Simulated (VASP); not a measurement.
Runs of VASP 6.6.1 on GaP. The structure is that of space group I-4m2 (No. 119), or close to it. The cells are those of the table. 

```tsv
cell	gap on the mesh (eV)	pressure (GPa)
a = 3.857, b = 3.857, c = 3.700 Å, angles 61.3, 61.3, 57.3°, 2 atoms	(a)	3.9
a = 3.938, b = 3.938, c = 4.162 Å, angles 58.1, 58.1, 63.8°, 2 atoms	(b)	-7.9
a = 3.703, b = 3.703, c = 3.546 Å, angles 61.4, 61.4, 57.2°, 2 atoms	1.08	20.7
a = 3.866, b = 3.866, c = 3.546 Å, angles 62.7, 62.7, 54.6°, 2 atoms	0.88	(c)
a = 4.011, b = 4.011, c = 3.854 Å, angles 61.3, 61.3, 57.4°, 2 atoms	1.46	-5.8
```

Alike in all rows: task single point; level r2SCAN; potentials or basis VASP PAW PBE potentials, release 64 (Ga_d, P); no spin polarisation; k mesh 8 × 8 × 8; cutoff (eV) 520; smearing gaussian 0.05 eV.

Fill in the values left out.

(a) 1.41; (b) 0.93; (c) 8.9.

Caveats: the PAW data sets were made with another functional, which shifts forces and pressure a little.

A k mesh can miss the band edges, and the runs leave out spin-orbit coupling on Ga.
